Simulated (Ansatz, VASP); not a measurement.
**Two plane-wave programs on Te3WCl2**

The input INCAR:

```
ALGO     = Normal         # electronic algorithm
EDIFF    = 1E-6           # SCF threshold, eV
ENCUT    = 520            # plane-wave cutoff, eV
GGA      = PE             # functional
ISIF     = 2              # what is computed and relaxed
ISMEAR   = 0              # smearing method
ISPIN    = 2              # spin polarisation
LASPH    = T              # aspherical terms in the spheres
LCHARG   = F              # write CHGCAR
LMAXMIX  = 4              # l up to which the mixer works
LORBIT   = 11             # projections on sites
LREAL    = F              # projectors in reciprocal space
LWAVE    = F              # write WAVECAR
MAGMOM   = -0.11 -0.11 -0.11 3.36 -0.06 -0.06 # initial moments
NBANDS   = 36             # bands
NELM     = 150            # most SCF steps
PREC     = Accurate       # precision mode
SIGMA    = 0.1            # smearing width, eV
```

KPOINTS

```
k-points
0
Gamma
  6 6 4
```

File POSCAR:

```
Te3WCl2
1.0
    5.2120599500      0.0000000000      0.0000000000
   -2.6060299800      4.5137763300      0.0000000000
    0.0000000000      0.0000000000      7.2598832500
Te W Cl
3 1 2
Direct
    0.5000000000      0.0000000000      0.0000000000
    0.0000000000      0.5000000000      0.0000000000
    0.5000000000      0.5000000000      0.0000000000
    0.0000000000      0.0000000000      0.5000000000
    0.3333333300      0.6666666700      0.5000000000
    0.6666666700      0.3333333300      0.5000000000
```

Input for Ansatz:

```yaml
crystal:
  lattice:
    - [5.21205995, 0.0, 0.0]
    - [-2.60602998, 4.51377633, 0.0]
    - [0.0, 0.0, 7.25988325]
  atoms:
    - { symbol: Te, position: [0.5, 0.0, 0.0] }
    - { symbol: Te, position: [0.0, 0.5, 0.0] }
    - { symbol: Te, position: [0.5, 0.5, 0.0] }
    - { symbol: W, position: [0.0, 0.0, 0.5] }
    - { symbol: Cl, position: [0.33333333, 0.66666667, 0.5] }
    - { symbol: Cl, position: [0.66666667, 0.33333333, 0.5] }
basis:
  ecutwfc: 420
kpoints:
  mp_grid: { grid: [6, 6, 4] }
hamiltonian:
  xc: pbe
scf:
  occupations: { method: gaussian, width: 0.1 }
  lower_state_search: "off"
output:
  forces: true
  stress: true
  eigenvalues: true
  populations: true
magnetization:
  spin_polarized: true
```

Alike in both runs: task single point; functional PBE; k mesh 6 × 6 × 4; occupations gaussian, width 0.1 eV; collinear spin.

|  | VASP | Ansatz |
| --- | --- | --- |
| version | VASP 6.6.1 | Ansatz 0.2.0 |
| potentials or method | VASP PAW PBE potentials, release 64 (Te, W_sv, Cl), cutoff 520 eV | scalar-relativistic, plane waves, PAW |
| valence electrons in the cell | 46 | 76 |

|  | VASP | Ansatz | Ansatz less VASP |
| --- | --- | --- | --- |
| gap on the k mesh at the Fermi level (eV) | none | none | - |
| pressure (GPa) | 15.1 | 14.9 | -0.15 |
| traceless stress, the component that is largest in VASP (GPa) | -14.45 | -14.26 | +0.191 |
| net moment per atom (μB) | 0.54 | 0.54 | +0.001 |
| size of the moment on the site where the two differ most (μB) | 0.12 | 0.10 | -0.024 |

Site moments also hang on the region over which each program counts them. A gap of «none» marks a metal or a gap that the smearing closes. The functional is the same, so the differences come from potentials, cutoffs and numerics. VASP's potentials hold 46 valence electrons a cell and Ansatz's 76, so a difference there can come from the potentials and not from the codes. Ansatz's warnings: no starting moments.

Spin-orbit coupling is off throughout.
